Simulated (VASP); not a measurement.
Here is a VASP 6.6.1 calculation.

File POSCAR:

```
MnS
1.0
   -2.6218391884     -2.6218391884      5.2656070032
   -5.2656070032     -2.6218391884      2.6218391884
   -2.6218391884     -5.2656070032      2.6218391884
Mn S
2 2
Direct
    0.0000000000      0.0000000000      0.0000000000
    0.5000000000      0.5000000000      0.5000000000
    1.2499999971     -0.7500000029     -0.7500000029
    1.7500000029     -0.2499999971     -0.2499999971
```

Contents of INCAR.step1:

```
SYSTEM = MnS
ALGO     = Normal         ! electronic algorithm
EDIFF    = 1E-7           ! SCF threshold, eV
ENCUT    = 520            ! plane-wave cutoff, eV
GGA      = PE             ! functional
ISIF     = 2              ! what is computed and relaxed
ISMEAR   = 0              ! smearing method
ISPIN    = 2              ! spin polarisation
LASPH    = .True.         ! aspherical terms in the spheres
LCHARG   = .True.         ! write CHGCAR
LDAU     = .True.         ! DFT+U
LDAUJ    = 0 0          
LDAUL    = 2 -1           ! shell
LDAUPRINT= 1            
LDAUTYPE = 2            
LDAUU    = 3.9 0          ! U, eV
LMAXMIX  = 4              ! l up to which the mixer works
LREAL    = .False.        ! projectors in reciprocal space
LWAVE    = .False.        ! write WAVECAR
MAGMOM   = 4.9 -4.9 0 0   ! initial moments
NBANDS   = 31             ! bands
NELM     = 150            ! most SCF steps
PREC     = Accurate       ! precision mode
SIGMA    = 0.05           ! smearing width, eV
```

KPOINTS.step1

```
k-points
0
Gamma
  8 8 8
  0 0 0
```

File INCAR.step2:

```
SYSTEM = MnS
ALGO     = Normal         ! electronic algorithm
EDIFF    = 1E-7           ! SCF threshold, eV
ENCUT    = 520            ! plane-wave cutoff, eV
GGA      = PE             ! functional
ICHARG   = 11             ! starting density
ISIF     = 2              ! what is computed and relaxed
ISMEAR   = -5             ! smearing method
ISPIN    = 2              ! spin polarisation
LASPH    = .True.         ! aspherical terms in the spheres
LCHARG   = .False.        ! write CHGCAR
LDAU     = .True.         ! DFT+U
LDAUJ    = 0 0          
LDAUL    = 2 -1           ! shell
LDAUPRINT= 1            
LDAUTYPE = 2            
LDAUU    = 3.9 0          ! U, eV
LMAXMIX  = 4              ! l up to which the mixer works
LORBIT   = 11             ! projections on sites
LREAL    = .False.        ! projectors in reciprocal space
LWAVE    = .False.        ! write WAVECAR
MAGMOM   = 4.9 -4.9 0 0   ! initial moments
NBANDS   = 31             ! bands
NEDOS    = 1001           ! points of the DOS
NELM     = 150            ! most SCF steps
PREC     = Accurate       ! precision mode
SIGMA    = 0.05           ! smearing width, eV
```

The input KPOINTS.step2:

```
k-points
0
Gamma
  12 12 12
  0 0 0
```

Potentials or basis: VASP PAW PBE potentials, release 64 (Mn_pv, S).

The run is started by

```console
$ cat potpaw_PBE.64/Mn_pv/POTCAR potpaw_PBE.64/S/POTCAR > POTCAR
$ cp INCAR.step1 INCAR
$ cp KPOINTS.step1 KPOINTS
$ mpirun -np 1 vasp_std > vasp.out
$ cp INCAR.step2 INCAR
$ cp KPOINTS.step2 KPOINTS
$ mpirun -np 1 vasp_std > vasp.out
```

Q: Predict the site moments.

A: Mn +4.53, -4.53; S +0.00 μB.

Q: What does it give for the net moment?

A: 0.00 μB per cell.

Eigenvalues of the final occupation matrices:
```csv
site,spin,trace,eigenvalues
site 1 d,1,4.70,0.93 0.93 0.93 0.95 0.95
site 1 d,2,0.21,0.01 0.01 0.01 0.08 0.08
site 2 d,1,0.21,0.01 0.01 0.01 0.08 0.08
site 2 d,2,4.70,0.93 0.93 0.93 0.95 0.95
```

The state reached can hang on the start; a lower one may exist.
